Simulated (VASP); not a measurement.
**ZrH2Br: single point with PBE**

Crystal: ZrH2Br.

```
Zr H Br
1.0
     3.34162    0.00000    0.00000
    -1.67081    2.89393    0.00000
     0.00000    0.00000   11.81058
Zr H Br
2 4 2
Direct
  0.66667 0.33333 0.74036
  0.33333 0.66667 0.24036
  0.66667 0.33333 0.38314
  0.00000 0.00000 0.61785
  0.00000 0.00000 0.11785
  0.33333 0.66667 0.88314
  0.66667 0.33333 0.99971
  0.33333 0.66667 0.49971
```

```yaml
Program: VASP 6.6.1
Task: single point
Functional: PBE
Potentials_or_basis: VASP PAW PBE potentials, release 64 (Zr_sv, H, Br)
Cutoff: 520 eV
k_mesh: 6 × 6 × 2
Occupations: gaussian, width 0.1 eV
Spin: no spin polarisation
```

The pressure is -7.0 GPa and the largest force is 2.104 eV/Å. The band gap on the k mesh is zero (band 21 reaches 6.10 eV, above the bottom of band 22 at 5.05 eV).

Forces in eV/Å, atoms in the order of the input:
```
Zr   0.000  0.000  0.333
Zr   0.000  0.000  0.333
H    0.000  0.000 -2.104
H    0.000  0.000  2.071
H    0.000  0.000  2.071
H    0.000  0.000 -2.104
Br   0.000  0.000 -0.301
Br   0.000  0.000 -0.301
```

Stress tensor (GPa, compression positive):
```
 -1.16   0.00   0.00
  0.00  -1.16   0.00
  0.00   0.00 -18.62
```

Levels at points of the mesh, in eV from the Fermi level:
```
           k point  band 18  band 19  band 20  band 21  band 22  band 23
(0.00, 0.00, 0.00)    -0.57    -0.57    -0.27     0.81     0.81     0.84
(0.50, 0.00, 0.00)    -1.79    -1.66    -1.18    -0.58     0.11     1.75
(0.00, 0.00, 0.50)    -0.59    -0.59    -0.59     0.83     0.83     0.83
(0.50, 0.00, 0.50)    -1.73    -1.59    -1.59    -0.22    -0.22     1.98
```

Run time: 92 s on 1 thread of Intel(R) Xeon(R) Platinum 8175M CPU @ 2.50GHz (Skylake/Cascade Lake), with other jobs on the host, peak memory 0.26 GiB.

Caveat: the k points lie up to 0.36 Å⁻¹ apart; forces of over 1 eV/Å act on the atoms, so gaps and moduli don't describe the material at rest.
